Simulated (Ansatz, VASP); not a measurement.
**Two plane-wave programs on Hf**

```
Hf
1.0
     3.17126    0.00000    0.00000
    -1.58563    2.74639    0.00000
     0.00000    0.00000    5.01655
Hf
2
Direct
  0.33333 0.66667 0.25000
  0.66667 0.33333 0.75000
```

Alike in both runs: functional PBE; dispersion D3(BJ); k mesh 15 × 15 × 8; occupations gaussian, width 0.1 eV; no spin polarisation.

Ansatz relaxed the structure, and its values are those at the end. VASP's run is a single point on that final structure, the one shown.

|  | VASP | Ansatz |
| --- | --- | --- |
| version | VASP 6.6.1 | Ansatz 0.2.0 |
| potentials or method | VASP PAW PBE potentials, release 64 (Hf_pv), cutoff 520 eV | scalar-relativistic, plane waves, PAW |
| valence electrons in the cell | 20 | 52 |

VASP gave:

| Quantity | Value |
| --- | --- |
| gap on the k mesh at the Fermi level (eV) | none |
| pressure (GPa) | -0.4 |

Estimate Ansatz's values.

gap on the k mesh at the Fermi level (eV): none; pressure (GPa): 0.0.

A gap of «none» marks a metal or a gap that the smearing closes. VASP's potentials hold 20 valence electrons a cell and Ansatz's 52, so a difference there can come from the potentials and not from the codes.

Spin-orbit coupling is off throughout.
